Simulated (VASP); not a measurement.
# MnO2 (P1) in VASP: single point with PBE

Aim: the single point of MnO2 with PBE.

All numbers are computed with VASP 6.6.1; they aren't measurements. Logs are shortened: lines on timing, memory, paths and dates and some standing lists are left out, and cuts for length are marked.

## (1) The cell of the first run

The typed cell holds 3 atoms: a = 4.872 Å, b = 4.872 Å, c = 4.872 Å, α = 34.10°, β = 34.10°, γ = 34.10°.

## (2) Single point, PBE

INCAR

```
PREC = Accurate ; ENCUT = 600
EDIFF = 1E-6 ; ISMEAR = 1
SIGMA = 0.19 ; LREAL = F
LASPH = T ; NELM = 120
ALGO = Normal ; ISIF = 2
LWAVE = F ; LCHARG = F
GGA = PE ; NBANDS = 20
GGA_COMPAT = F
```

KPOINTS

```
Automatic mesh
0
Gamma
  3 3 3
```

POSCAR

```
MnO2
1.0
    1.4284348394      0.8247072390      4.5839315268
   -1.4284348394      0.8247072390      4.5839315268
    0.0000000000     -1.6494144781      4.5839315268
Mn O
1 2
Direct
    0.0463313483     -0.1038695012     -0.0362793608
    0.2619598030      0.2018161662      0.2949593982
    0.6968306377      0.7297743101      0.7621803698
```

Potentials or basis: VASP PAW PBE potentials, release 64 (Mn_pv, O).

The run is started by

```sh
> cat potpaw_PBE.64/Mn_pv/POTCAR potpaw_PBE.64/O/POTCAR > POTCAR
> mpirun -np 1 vasp_std > vasp.out
```

OUTCAR:

```text
PREC = Accurate
   ENCUT = 600
   EDIFF = 1E-6
   ISMEAR = 1
   LREAL = F
   LASPH = T
   NELM = 120
   ISIF = 2
   GGA = PE

 ion  position               nearest neighbor table
   1  0.046  0.896  0.964-   2 1.68   2 1.74   3 1.89   2 1.94   3 2.19   3 2.25
   2  0.262  0.202  0.295-   1 1.68   1 1.74   1 1.94
   3  0.697  0.730  0.762-   1 1.89   1 2.19   1 2.25

  LATTYP: Found a trigonal (rhomboedric) cell.
 ALAT       =     4.8716523237
 COS(alpha) =     0.8280515398

  Lattice vectors:

 A1 = (   1.4284348394,   0.8247072390,   4.5839315268)
 A2 = (  -1.4284348394,   0.8247072390,   4.5839315268)
 A3 = (   0.0000000000,  -1.6494144781,   4.5839315268)

Analysis of symmetry for initial positions (statically):
=====================================================================
 Subroutine PRICEL returns:
 Original cell was already a primitive cell.

 Routine SETGRP: Setting up the symmetry group for a
 trigonal (rhombohedral) supercell.

 Subroutine GETGRP returns: Found  1 space group operations
 (whereof  1 operations were pure point group operations)
 out of a pool of 12 trial point group operations.

The static configuration has the point symmetry C_1 .

Analysis of symmetry for dynamics (positions and initial velocities):
=====================================================================
 Subroutine PRICEL returns:
 Original cell was already a primitive cell.

 Routine SETGRP: Setting up the symmetry group for a
 trigonal (rhombohedral) supercell.

 Subroutine GETGRP returns: Found  1 space group operations
 (whereof  1 operations were pure point group operations)
 out of a pool of 12 trial point group operations.

The dynamic configuration has the point symmetry C_1 .

 Subroutine INISYM returns: Found  1 space group operations
 (whereof  1 operations are pure point group operations),
 and found     1 'primitive' translations

----------------------------------------------------------------------------------------

                                     Primitive cell

  volume of cell :      32.4003

  direct lattice vectors                    reciprocal lattice vectors
     1.428434839  0.824707239  4.583931527     0.350033468  0.202091917  0.072717782
    -1.428434839  0.824707239  4.583931527    -0.350033468  0.202091917  0.072717782
     0.000000000 -1.649414478  4.583931527     0.000000000 -0.404183833  0.072717782

  length of vectors
     4.871652324  4.871652324  4.871652324     0.410673163  0.410673163  0.410673163

  position of ions in fractional coordinates (direct lattice)
     0.046331348  0.896130499  0.963720639
     0.261959803  0.201816166  0.294959398
     0.696830638  0.729774310  0.762180370

  ion indices of the primitive-cell ions
   primitive index   ion index
                 1           1
                 2           2
                 3           3

----------------------------------------------------------------------------------------

 KPOINTS: Automatic mesh

Automatic generation of k-mesh.
 Grid dimensions read from file:
 generate k-points for:    3    3    3

 Generating k-lattice:

  Cartesian coordinates                     Fractional coordinates (reciprocal lattice)
     0.116677823  0.067363972  0.024239261     0.333333333 -0.000000000 -0.000000000
    -0.116677823  0.067363972  0.024239261    -0.000000000  0.333333333 -0.000000000
     0.000000000 -0.134727944  0.024239261    -0.000000000 -0.000000000  0.333333333

  Length of vectors
     0.136891054  0.136891054  0.136891054

  Shift w.r.t. Gamma in fractional coordinates (k-lattice)
     0.000000000  0.000000000  0.000000000

 Subroutine IBZKPT returns following result:
 ===========================================

 Found     14 irreducible k-points:

 Following reciprocal coordinates:
            Coordinates               Weight
  0.000000  0.000000  0.000000      1.000000
  0.333333  0.000000 -0.000000      2.000000
  0.000000  0.333333 -0.000000      2.000000
 -0.000000 -0.000000  0.333333      2.000000
  0.333333  0.333333 -0.000000      2.000000
 -0.333333  0.000000 -0.333333      2.000000
 -0.000000  0.333333  0.333333      2.000000
 -0.333333  0.333333  0.000000      2.000000
  0.333333  0.000000 -0.333333      2.000000
 -0.000000 -0.333333  0.333333      2.000000
  0.333333  0.333333  0.333333      2.000000
 -0.333333  0.333333  0.333333      2.000000
  0.333333 -0.333333  0.333333      2.000000
  0.333333  0.333333 -0.333333      2.000000
   k-points           NKPTS =     14   k-points in BZ     NKDIM =     14   number of bands    NBANDS=     20
   number of dos      NEDOS =    301   number of ions     NIONS =      3
   total plane-waves  NPLWV =  64000
   dimension x,y,z NGX =    40 NGY =   40 NGZ =   40
   dimension x,y,z NGXF=    80 NGYF=   80 NGZF=   80
   ions per type =               1   2
   NGX,Y,Z   is equivalent  to a cutoff of  13.65, 13.65, 13.65 a.u.
   NGXF,Y,Z  is equivalent  to a cutoff of  27.30, 27.30, 27.30 a.u.
 SYSTEM =  unknown system
   PREC   = accura    normal or accurate (medium, high low for compatibility)
   ISTART =      0    job   : 0-new  1-cont  2-samecut
   ICHARG =      2    charge: 1-file 2-atom 10-const
   ISPIN  =      1    spin polarized calculation?
   LNONCOLLINEAR =      F non collinear calculations
   LSORBIT =      F    spin-orbit coupling
   LASPH  =      T    aspherical Exc in radial PAW
   ENCUT  =  600.0 eV  44.10 Ry    6.64 a.u.   9.73  9.73  9.73*2*pi/ulx,y,z
   NELM   =    120;   NELMIN=  2; NELMDL= -5     # of ELM steps
   EDIFF  = 0.1E-05   stopping-criterion for ELM
   LREAL  =      F    real-space projection
   EDIFFG = 0.1E-04   stopping-criterion for IOM
   NSW    =      0    number of steps for IOM
   IBRION =     -1    ionic relax: 0-MD 1-quasi-New 2-CG
   NFREE  =      0    steps in history (QN), initial steepest desc. (CG)
   ISIF   =      2    stress and relaxation
   ISYM   =      2    0-nonsym 1-usesym 2-fastsym
   POTIM  = 0.5000    time-step for ionic-motion
   TEBEG  =    0.0;   TEEND  =   0.0 temperature during run
   PSTRESS=    0.0 pullay stress
   NELECT =      25.0000    total number of electrons
   NUPDOWN=      -1.0000    fix difference up-down
   EMIN   =  10.00;   EMAX   =-10.00  energy-range for DOS
   EFERMI =   0.00;   METHOD = LEGACY
   ISMEAR =     1;   SIGMA  =   0.19  broadening in eV -4-tet -1-fermi 0-gaus
   EFERMI_NEDOS =   21; number of points for ismear=-14 and -15
   IALGO  =     38    algorithm
   IMIX   =      4    mixing-type and parameters
     AMIX     =   0.40;   BMIX     =  1.00
     AMIX_MAG =   1.60;   BMIX_MAG =  1.00
  volume/ion in A,a.u.               =      10.80        72.88
  Fermi-wavevector in a.u.,A,eV,Ry     =   1.501545  2.837508 30.676196  2.254637
  Thomas-Fermi vector in A             =   2.612902
   LORBIT       =      0    0 simple, 1 ext, 2 COOP (PROOUT), +10 PAW based schemes
   GGA     = PE    functional components
   LHFCALC =     F    Hartree Fock is set to
   AEXX    =    0.0000 exact exchange contribution
   IVDW    =     0    specifies the selected vdW correction
   LEPSILON=     F    determine dielectric tensor
   LRPA    =     F    only Hartree local field effects (RPA)
 non-spin polarized calculation
 Methfessel and Paxton  Order N= 1 SIGMA  =   0.19
  energy-cutoff  :      600.00
  volume of cell :       32.40
 maximum number of plane-waves:      1085
   NGX = 19   NGY = 19   NGZ = 19

 number of electron      25.0000005 magnetization

 Free energy of the ion-electron system (eV)
  ---------------------------------------------------
  ext. energy  EPLUGINS =         0.00000000
  ---------------------------------------------------
  free energy    TOTEN  =       -21.67589225 eV

  energy without entropy =      -21.64055660  energy(sigma->0) =      -21.66411370

 E-fermi :   3.8422     XC(G=0): -10.9181

 val. band max:        3.8392414115   @ k =   0.3333   0.0000  -0.0000
 cond. band min:       3.8762279445   @ k =  -0.3333   0.3333   0.3333
 fundamental gap:      0.0369865331
 Fermi energy:         3.8422378358

 k-point     1 :       0.0000    0.0000    0.0000
  band No.  band energies     occupation
      1     -45.2961      2.00000
      2     -45.0970      2.00000
      3     -45.0185      2.00000
      4     -17.0220      2.00000
      5     -13.6287      2.00000
      6      -3.2443      2.00000
[... 12 lines left out ...]
     19      17.6291      0.00000
     20      23.2563      0.00000

 k-point     2 :       0.3333    0.0000   -0.0000
  band No.  band energies     occupation
      1     -45.3359      2.00000
      2     -45.2101      2.00000
      3     -45.0101      2.00000
      4     -16.3702      2.00000
      5     -13.4162      2.00000
      6      -3.6229      2.00000
[... 12 lines left out ...]
     19      18.2078      0.00000
     20      18.8386      0.00000

 k-point     3 :       0.0000    0.3333   -0.0000
  band No.  band energies     occupation
      1     -45.4176      2.00000
      2     -45.1488      2.00000
      3     -45.0073      2.00000
      4     -16.2902      2.00000
      5     -13.3831      2.00000
      6      -3.5392      2.00000
[... 12 lines left out ...]
     19      17.4666      0.00000
     20      18.8490      0.00000

 k-point     4 :      -0.0000   -0.0000    0.3333
  band No.  band energies     occupation
      1     -45.4448      2.00000
      2     -45.1261      2.00000
      3     -45.0069      2.00000
      4     -16.2748      2.00000
      5     -13.4020      2.00000
      6      -3.4767      2.00000
[... 12 lines left out ...]
     19      17.6606      0.00000
     20      18.7928      0.00000

 k-point     5 :       0.3333    0.3333   -0.0000
  band No.  band energies     occupation
      1     -45.4448      2.00000
      2     -45.1261      2.00000
      3     -45.0070      2.00000
      4     -16.2677      2.00000
      5     -13.4056      2.00000
      6      -3.5001      2.00000
[... 12 lines left out ...]
     19      18.4006      0.00000
     20      18.9654      0.00000

 k-point     6 :      -0.3333    0.0000   -0.3333
  band No.  band energies     occupation
      1     -45.4176      2.00000
      2     -45.1488      2.00000
      3     -45.0073      2.00000
      4     -16.2792      2.00000
      5     -13.3943      2.00000
      6      -3.5477      2.00000
[... 12 lines left out ...]
     19      18.2688      0.00000
     20      19.1402      0.00000

 k-point     7 :      -0.0000    0.3333    0.3333
  band No.  band energies     occupation
      1     -45.3359      2.00000
      2     -45.2101      2.00000
      3     -45.0101      2.00000
      4     -16.3628      2.00000
      5     -13.4271      2.00000
      6      -3.6612      2.00000
[... 12 lines left out ...]
     19      18.0938      0.00000
     20      18.5991      0.00000

 k-point     8 :      -0.3333    0.3333    0.0000
  band No.  band energies     occupation
      1     -45.4425      2.00000
      2     -45.2050      2.00000
      3     -45.0000      2.00000
      4     -16.0117      2.00000
      5     -13.1541      2.00000
      6      -3.2467      2.00000
[... 12 lines left out ...]
     19      17.8055      0.00000
     20      18.4890      0.00000

 k-point     9 :       0.3333    0.0000   -0.3333
  band No.  band energies     occupation
      1     -45.4426      2.00000
      2     -45.2050      2.00000
      3     -45.0000      2.00000
      4     -16.0113      2.00000
      5     -13.1540      2.00000
      6      -3.2361      2.00000
[... 12 lines left out ...]
     19      17.9055      0.00000
     20      18.2291      0.00000

 k-point    10 :      -0.0000   -0.3333    0.3333
  band No.  band energies     occupation
      1     -45.4426      2.00000
      2     -45.2050      2.00000
      3     -44.9999      2.00000
      4     -16.0116      2.00000
      5     -13.1568      2.00000
      6      -3.2288      2.00000
[... 12 lines left out ...]
     19      17.5921      0.00000
     20      18.3390      0.00000

 k-point    11 :       0.3333    0.3333    0.3333
  band No.  band energies     occupation
      1     -45.2961      2.00000
      2     -45.0971      2.00000
      3     -45.0186      2.00000
      4     -16.9722      2.00000
      5     -13.7327      2.00000
      6      -3.2344      2.00000
[... 12 lines left out ...]
     19      17.8299      0.00000
     20      23.4557      0.00000

 k-point    12 :      -0.3333    0.3333    0.3333
  band No.  band energies     occupation
      1     -45.3359      2.00000
      2     -45.2101      2.00000
      3     -45.0101      2.00000
      4     -16.3535      2.00000
      5     -13.4379      2.00000
      6      -3.7642      2.00000
[... 12 lines left out ...]
     19      18.0278      0.00000
     20      19.7746      0.00000

 k-point    13 :       0.3333   -0.3333    0.3333
  band No.  band energies     occupation
      1     -45.4176      2.00000
      2     -45.1488      2.00000
      3     -45.0074      2.00000
      4     -16.2698      2.00000
      5     -13.4087      2.00000
      6      -3.6567      2.00000
[... 12 lines left out ...]
     19      18.1703      0.00000
     20      19.6673      0.00000

 k-point    14 :       0.3333    0.3333   -0.3333
  band No.  band energies     occupation
      1     -45.4448      2.00000
      2     -45.1261      2.00000
      3     -45.0070      2.00000
      4     -16.2573      2.00000
      5     -13.4217      2.00000
      6      -3.6013      2.00000
[... 12 lines left out ...]
     19      18.2416      0.00000
     20      19.5146      0.00000

------------------------ aborting loop because EDIFF is reached ----------------------------------------

  FORCE on cell =-STRESS in cart. coord.  units (eV):
  Direction    XX          YY          ZZ          XY          YZ          ZX
  --------------------------------------------------------------------------------------
  -------------------------------------------------------------------------------------
  Total        0.4980497      3.3006988     -1.2919725     -1.4106071     -1.4090471     -0.3583504
  in kB       24.6282575    163.2175521    -63.8872572    -69.7536653    -69.6765253    -17.7202112
  external PRESSURE =      41.3195175 kB  Pullay stress =       0.0000000 kB

 VOLUME and BASIS-vectors are now :
 -----------------------------------------------------------------------------
  energy-cutoff  :      600.00
  volume of cell :       32.40
      direct lattice vectors                 reciprocal lattice vectors
     1.428434839  0.824707239  4.583931527     0.350033468  0.202091917  0.072717782
    -1.428434839  0.824707239  4.583931527    -0.350033468  0.202091917  0.072717782
     0.000000000 -1.649414478  4.583931527     0.000000000 -0.404183833  0.072717782

 POSITION                                       TOTAL-FORCE (eV/Angst)
 -----------------------------------------------------------------------------------
     -1.21388     -0.81232      8.73781        -0.588074     -1.647542      4.857831
      0.08591     -0.10403      3.47799         0.558146      1.799240     -2.467777
     -0.04706     -0.08062     10.03324         0.029928     -0.151698     -2.390054
 -----------------------------------------------------------------------------------
    total drift:                               -0.000012      0.000085     -0.000378

  FREE ENERGIE OF THE ION-ELECTRON SYSTEM (eV)
  ---------------------------------------------------
  free  energy   TOTEN  =       -21.6758922544 eV

  energy  without entropy=      -21.6405566038  energy(sigma->0) =      -21.66411370
```

Wall time 23 s (1 thread of AMD EPYC 9R45 (Zen 5), shared host); peak memory 0.2 GiB.

Results:

```
Free energy            : -21.6759 eV
Pressure               : 4.1 GPa
Largest force          : 5.163 eV/Å
Band gap on the k mesh : zero (an odd number of electrons rules out a gap without spin polarisation)
```

Forces on the atoms (eV/Å):
```
Mn  -0.588 -1.648  4.858
O    0.558  1.799 -2.468
O    0.030 -0.152 -2.390
```

Caveat: the k points lie up to 0.86 Å⁻¹ apart, too coarse for converged energies and pressures of a metal; an odd number of electrons without spin polarisation forces a metal; a magnetic or distorted state may lie lower; the run has no spin polarisation, though such a crystal can be magnetic; semilocal functionals often make such compounds metallic where correlation or magnetic order opens a gap, which also shifts bond lengths. Spin polarisation is off, so any magnetic state and its effect on volume and gap are missing.
